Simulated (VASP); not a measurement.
# HgTe (Cmcm) in VASP: notebook, part 2 of 2

VASP 6.6.1. The steps go on from the part before.

## Step 3: Single point, r2SCAN+D4

This run uses another cell than the first one, of 28.89 Å³/atom, 1.021 times its volume.

The input, POSCAR:

```
HgTe
1.0
    2.9326676400     -3.3975904200      0.0000000000
    2.9326676400      3.3975904200      0.0000000000
    0.0000000000      0.0000000000      5.7981570000
Hg Te
2 2
Direct
    0.3430500000      0.6569500000      0.7500000000
    0.6569500000      0.3430500000      0.2500000000
    0.7848090000      0.2151910000      0.7500000000
    0.2151910000      0.7848090000      0.2500000000
```

The input, INCAR.step1:

```
SYSTEM = HgTe
PREC = Accurate
ENCUT = 520
ISMEAR = -1
SIGMA = 0.02
LREAL = .FALSE.
LASPH = .TRUE.
NELM = 60
NBANDS = 26
GGA = PE
ALGO = Normal
EDIFF = 1E-4
LWAVE = .TRUE.
LCHARG = .FALSE.
```

The input, INCAR.step2:

```
SYSTEM = HgTe
PREC = Accurate
ENCUT = 520
EDIFF = 1E-7
ISMEAR = -1
SIGMA = 0.02
LREAL = .FALSE.
LASPH = .TRUE.
NELM = 60
ALGO = Normal
ISIF = 2
LWAVE = .FALSE.
LCHARG = .FALSE.
METAGGA = R2SCAN
LMIXTAU = .TRUE.
IVDW = 13
VDW_S6 = 1.0
VDW_S8 = 0.6018749
VDW_A1 = 0.51559235
VDW_A2 = 5.77342911
NBANDS = 26
ISTART = 1
```

The input, KPOINTS:

```
regular mesh
0
G
  4 4 4
  0 0 0
```

Potentials or basis: VASP PAW PBE potentials, release 64 (Hg, Te).

Started as:

```console
$ cat potpaw_PBE.64/Hg/POTCAR potpaw_PBE.64/Te/POTCAR > POTCAR
$ cp INCAR.step1 INCAR
$ mpirun -np 1 vasp_std > vasp.out
$ cp INCAR.step2 INCAR
$ mpirun -np 1 vasp_std > vasp.out
```

OUTCAR:

```text
SYSTEM = HgTe
   PREC = Accurate
   ENCUT = 520
   EDIFF = 1E-7
   ISMEAR = -1
   LREAL = .FALSE.
   LASPH = .TRUE.
   NELM = 60
   ISIF = 2
   METAGGA = R2SCAN
   IVDW = 13
   ISTART = 1

 ion  position               nearest neighbor table
   1  0.343  0.657  0.750-   3 2.96   3 2.96   3 3.00   4 3.03   4 3.03   2 3.60   2 3.60
   2  0.657  0.343  0.250-   4 2.96   4 2.96   4 3.00   3 3.03   3 3.03   1 3.60   1 3.60
   3  0.785  0.215  0.750-   1 2.96   1 2.96   1 3.00   2 3.03   2 3.03
   4  0.215  0.785  0.250-   2 2.96   2 2.96   2 3.00   1 3.03   1 3.03

  LATTYP: Found a base centered orthorhombic cell.
 ALAT       =     5.8653352800
 B/A-ratio  =     1.1585323798
 C/A-ratio  =     0.9885465576

  Lattice vectors:

 A1 = (   2.9326676400,  -3.3975904200,   0.0000000000)
 A2 = (   2.9326676400,   3.3975904200,   0.0000000000)
 A3 = (   0.0000000000,   0.0000000000,   5.7981570000)

Analysis of symmetry for initial positions (statically):
=====================================================================
 Subroutine PRICEL returns:
 Original cell was already a primitive cell.

 Routine SETGRP: Setting up the symmetry group for a
 base centered orthorhombic supercell.

 Subroutine GETGRP returns: Found  8 space group operations
 (whereof  4 operations were pure point group operations)
 out of a pool of  8 trial point group operations.

The static configuration has the point symmetry C_2h.
 The point group associated with its full space group is D_2h.

Analysis of symmetry for dynamics (positions and initial velocities):
=====================================================================
 Subroutine PRICEL returns:
 Original cell was already a primitive cell.

 Routine SETGRP: Setting up the symmetry group for a
 base centered orthorhombic supercell.

 Subroutine GETGRP returns: Found  8 space group operations
 (whereof  4 operations were pure point group operations)
 out of a pool of  8 trial point group operations.

The dynamic configuration has the point symmetry C_2h.
 The point group associated with its full space group is D_2h.

 Subroutine INISYM returns: Found  8 space group operations
 (whereof  4 operations are pure point group operations),
 and found     1 'primitive' translations

----------------------------------------------------------------------------------------

                                     Primitive cell

  volume of cell :     115.5457

  direct lattice vectors                    reciprocal lattice vectors
     2.932667640 -3.397590420  0.000000000     0.170493237 -0.147163118  0.000000000
     2.932667640  3.397590420  0.000000000     0.170493237  0.147163118  0.000000000
     0.000000000  0.000000000  5.798157000     0.000000000  0.000000000  0.172468596

  length of vectors
     4.488224610  4.488224610  5.798157000     0.225221951  0.225221951  0.172468596

  position of ions in fractional coordinates (direct lattice)
     0.343050000  0.656950000  0.750000000
     0.656950000  0.343050000  0.250000000
     0.784809000  0.215191000  0.750000000
     0.215191000  0.784809000  0.250000000

  ion indices of the primitive-cell ions
   primitive index   ion index
                 1           1
                 2           2
                 3           3
                 4           4

[... 28 lines left out ...]
  0.000000  0.000000  0.000000      1.000000
  0.250000  0.000000  0.000000      4.000000
  0.500000  0.000000  0.000000      2.000000
  0.250000  0.250000  0.000000      2.000000
  0.500000  0.250000  0.000000      4.000000
 -0.250000  0.250000  0.000000      2.000000
[... 13 lines left out ...]
 -0.250000  0.250000  0.500000      2.000000
  0.500000  0.500000  0.500000      1.000000
   k-points           NKPTS =     21   k-points in BZ     NKDIM =     21   number of bands    NBANDS=     26
   number of dos      NEDOS =    301   number of ions     NIONS =      4
   total plane-waves  NPLWV =  62208
   dimension x,y,z NGX =    36 NGY =   36 NGZ =   48
   dimension x,y,z NGXF=    72 NGYF=   72 NGZF=   96
   ions per type =               2   2
   NGX,Y,Z   is equivalent  to a cutoff of  13.33, 13.33, 13.76 a.u.
   NGXF,Y,Z  is equivalent  to a cutoff of  26.67, 26.67, 27.53 a.u.
 SYSTEM =  HgTe
   PREC   = accura    normal or accurate (medium, high low for compatibility)
   ISTART =      1    job   : 0-new  1-cont  2-samecut
   ICHARG =      0    charge: 1-file 2-atom 10-const
   ISPIN  =      1    spin polarized calculation?
   LNONCOLLINEAR =      F non collinear calculations
   LSORBIT =      F    spin-orbit coupling
   LASPH  =      T    aspherical Exc in radial PAW
   ENCUT  =  520.0 eV  38.22 Ry    6.18 a.u.   8.35  8.35 10.78*2*pi/ulx,y,z
   NELM   =     60;   NELMIN=  2; NELMDL=  0     # of ELM steps
   EDIFF  = 0.1E-06   stopping-criterion for ELM
   LREAL  =      F    real-space projection
   EDIFFG = 0.1E-05   stopping-criterion for IOM
   NSW    =      0    number of steps for IOM
   IBRION =     -1    ionic relax: 0-MD 1-quasi-New 2-CG
   NFREE  =      0    steps in history (QN), initial steepest desc. (CG)
   ISIF   =      2    stress and relaxation
   ISYM   =      2    0-nonsym 1-usesym 2-fastsym
   POTIM  = 0.5000    time-step for ionic-motion
   TEBEG  =    0.0;   TEEND  =   0.0 temperature during run
   PSTRESS=    0.0 pullay stress
   NELECT =      36.0000    total number of electrons
   NUPDOWN=      -1.0000    fix difference up-down
   EMIN   =  10.00;   EMAX   =-10.00  energy-range for DOS
   EFERMI =   0.00;   METHOD = LEGACY
   ISMEAR =    -1;   SIGMA  =   0.02  broadening in eV -4-tet -1-fermi 0-gaus
   EFERMI_NEDOS =   21; number of points for ismear=-14 and -15
   IALGO  =     38    algorithm
   IMIX   =      4    mixing-type and parameters
     AMIX     =   0.40;   BMIX     =  1.00
     AMIX_MAG =   1.60;   BMIX_MAG =  1.00
  volume/ion in A,a.u.               =      28.89       194.94
  Fermi-wavevector in a.u.,A,eV,Ry     =   1.109833  2.097281 16.758701  1.231730
  Thomas-Fermi vector in A             =   2.246378
   LORBIT       =      0    0 simple, 1 ext, 2 COOP (PROOUT), +10 PAW based schemes
   METAGGA = R2SCAN    functional components
   LHFCALC =     F    Hartree Fock is set to
   AEXX    =    0.0000 exact exchange contribution
   IVDW    =    13    specifies the selected vdW correction
   LEPSILON=     F    determine dielectric tensor
   LRPA    =     F    only Hartree local field effects (RPA)
 non-spin polarized calculation
  energy-cutoff  :      520.00
  volume of cell :      115.55
 maximum number of plane-waves:      3135
 NGX is ok and might be reduce to    36
   NGX = 17   NGY = 17   NGZ = 21

 number of electron      36.0000005 magnetization

 Free energy of the ion-electron system (eV)
  ---------------------------------------------------
  ext. energy  EPLUGINS =         0.00000000
  ---------------------------------------------------
  free energy    TOTEN  =      -149.63836102 eV

  energy without entropy =     -149.63792093  energy(sigma->0) =     -149.63814097

 E-fermi :   4.1351     XC(G=0): -10.3030

 val. band max:        4.0383143513   @ k =   0.2500   0.0000   0.2500
 cond. band min:       4.2176288750   @ k =   0.5000   0.2500   0.0000
 fundamental gap:      0.1793145237
 Fermi energy:         4.1350834508

 k-point     1 :       0.0000    0.0000    0.0000
  band No.  band energies     occupation
      1      -8.3685      2.00000
      2      -7.1619      2.00000
      3      -3.1806      2.00000
      4      -3.0718      2.00000
      5      -3.0419      2.00000
      6      -3.0141      2.00000
[... 598 lines left out ...]
     25      11.9225      0.00000
     26      11.9225      0.00000

------------------------ aborting loop because EDIFF is reached ----------------------------------------

  DFT-D4 for vdW energy calculation

  Edisp (eV):   -0.61906

  FORCE on cell =-STRESS in cart. coord.  units (eV):
  Direction    XX          YY          ZZ          XY          YZ          ZX
  --------------------------------------------------------------------------------------
  -------------------------------------------------------------------------------------
  Total       0.39810     0.36693    -0.63445     0.00000     0.00000     0.00000
  in kB       5.52011     5.08785    -8.79736     0.00000     0.00000     0.00000
  external pressure =        0.60 kB  Pullay stress =        0.00 kB

 VOLUME and BASIS-vectors are now :
 -----------------------------------------------------------------------------
  energy-cutoff  :      520.00
  volume of cell :      115.55
      direct lattice vectors                 reciprocal lattice vectors
     2.932667640 -3.397590420  0.000000000     0.170493237 -0.147163118  0.000000000
     2.932667640  3.397590420  0.000000000     0.170493237  0.147163118  0.000000000
     0.000000000  0.000000000  5.798157000     0.000000000  0.000000000  0.172468596

 POSITION                                       TOTAL-FORCE (eV/Angst)
 -----------------------------------------------------------------------------------
      2.93267      1.06650      4.34862         0.000000      0.021830      0.000000
      2.93267     -1.06650      1.44954         0.000000     -0.021830      0.000000
      2.93267     -1.93533      4.34862         0.000000      0.028306      0.000000
      2.93267      1.93533      1.44954         0.000000     -0.028306     -0.000000
 -----------------------------------------------------------------------------------
    total drift:                               -0.000000      0.000000     -0.000000

  FREE ENERGIE OF THE ION-ELECTRON SYSTEM (eV)
  ---------------------------------------------------
  free  energy   TOTEN  =      -150.2574186122 eV

  energy  without entropy=     -150.2569785168  energy(sigma->0) =     -150.25719856
```

Run time: 94 s. Hardware: 1 thread of Intel Xeon 6975P-C (Granite Rapids), shared host; peak memory 0.28 GiB.

Results:

| Quantity | Value |
| --- | --- |
| Free energy | -150.2574 eV |
| Pressure | 0.1 GPa |
| Largest force | 0.028 eV/Å |
| Band gap on the k mesh | zero (band 18 reaches 4.49 eV, above the bottom of band 19 at 2.27 eV) |
| Dispersion energy per atom | -0.155 eV |

Forces on the atoms (eV/Å):
```
Hg   0.000  0.022  0.000
Hg   0.000 -0.022  0.000
Te   0.000  0.028  0.000
Te   0.000 -0.028  0.000
```

Stress tensor (GPa, compression positive):
```
 0.55  0.00  0.00
 0.00  0.51  0.00
 0.00  0.00 -0.88
```

Levels at points of the mesh, in eV from the Fermi level:
```csv
k point,band 16,band 17,band 18,band 19,band 20,band 21
"(0.00, 0.00, 0.00)",-2.55,-1.19,-0.40,-0.19,-0.19,4.49
"(0.50, 0.00, 0.00)",-2.07,-0.88,-0.54,1.80,2.89,3.30
"(0.50, 0.50, 0.00)",-2.10,-2.04,-1.90,-1.86,-1.45,3.47
"(0.00, 0.00, 0.50)",-2.00,-1.35,-1.35,1.47,1.47,5.31
"(0.50, 0.00, 0.50)",-0.94,0.25,0.25,2.34,2.34,4.24
"(0.50, 0.50, 0.50)",-3.36,-3.25,-3.25,2.17,2.17,5.96
```

Caveat: the PAW data sets were made with another functional, which shifts forces and pressure a little; spin-orbit coupling is left out, which moves the levels of the heavy elements; pairwise dispersion overbinds metals, which lowers pressure and volume.
